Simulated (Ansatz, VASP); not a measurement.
**One calculation of Tl2Ru, two programs**

```
Tl Ru
1.0
    -1.69674    1.69674    5.75045
     1.69674   -1.69674    5.75045
     1.69674    1.69674   -5.75045
Tl Ru
2 1
Direct
  0.63977 0.63977 0.00000
  0.36023 0.36023 0.00000
  0.00000 0.00000 0.00000
```

Alike in both runs: functional PBE; k mesh 6 × 6 × 6; occupations gaussian, width 0.1 eV; no spin polarisation.

Ansatz relaxed the structure, and its values are those at the end. VASP's run is a single point on that final structure, the one shown.

```csv
,VASP,Ansatz
version,VASP 6.6.1,Ansatz 0.2.0
potentials or method,"VASP PAW PBE potentials, release 64 (Tl_d, Ru_pv), cutoff 520 eV","scalar-relativistic, plane waves, PAW"
valence electrons in the cell,40,42
```

VASP gave:

| Quantity | Value |
| --- | --- |
| gap on the k mesh at the Fermi level (eV) | none |
| pressure (GPa) | 0.1 |
| rms of the force components (eV/Å) | 0.004 |

Task: Which values does Ansatz return?

Result: gap on the k mesh at the Fermi level (eV): none; pressure (GPa): 0.1; rms of the force components (eV/Å): 0.002.

A gap of «none» marks a metal or a gap that the smearing closes. With one functional, cell and mesh, what is left measures potentials, basis and numerics. VASP's potentials hold 40 valence electrons a cell and Ansatz's 42, so a difference there can come from the potentials and not from the codes.

The k mesh is coarse, so the values compare programs but aren't converged. Neither program's run includes spin-orbit coupling.
